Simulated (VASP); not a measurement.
Runs of VASP 6.6.1 on NaCl. The structure is that of space group Pm-3m (No. 221), or close to it. The cells are those of the table. 

```tsv
task	level	cell	cutoff (eV)	gap on the mesh (eV)	pressure (GPa)
electric field gradients	PBE	a = 2.821 Å, 2 atoms	400	(d)	76.0
electric field gradients	PBE	a = 2.870 Å, 2 atoms	400	4.45	62.4
electric field gradients	PBE	a = 2.802 Å, 2 atoms	400	4.16	82.2
electric field gradients	PBE	a = 2.831 Å, 2 atoms	400	(a)	73.1
electric field gradients	PBE	a = 2.888 Å, 2 atoms	400	4.53	57.6
single point	r2SCAN	a = 2.898 Å, 2 atoms	550	5.22	53.8
electric field gradients	r2SCAN	a = 2.898 Å, 2 atoms	440	5.22	(b)
electric field gradients	PBE	a = 2.860 Å, 2 atoms	400	4.42	(c)
```

Alike in all rows: potentials or basis VASP PAW PBE potentials, release 64 (Na_pv, Cl); no spin polarisation; k mesh 8 × 8 × 8; smearing fermi-dirac 0.02 eV.

Problem. Estimate the missing entries.

Solution. (a) 4.29; (b) 53.7; (c) 64.9; (d) 4.25.

Caveats: the cell stands under pressure; the PAW data sets were made with another functional, which shifts forces and pressure a little (at least some runs).

A k mesh can miss the band edges.
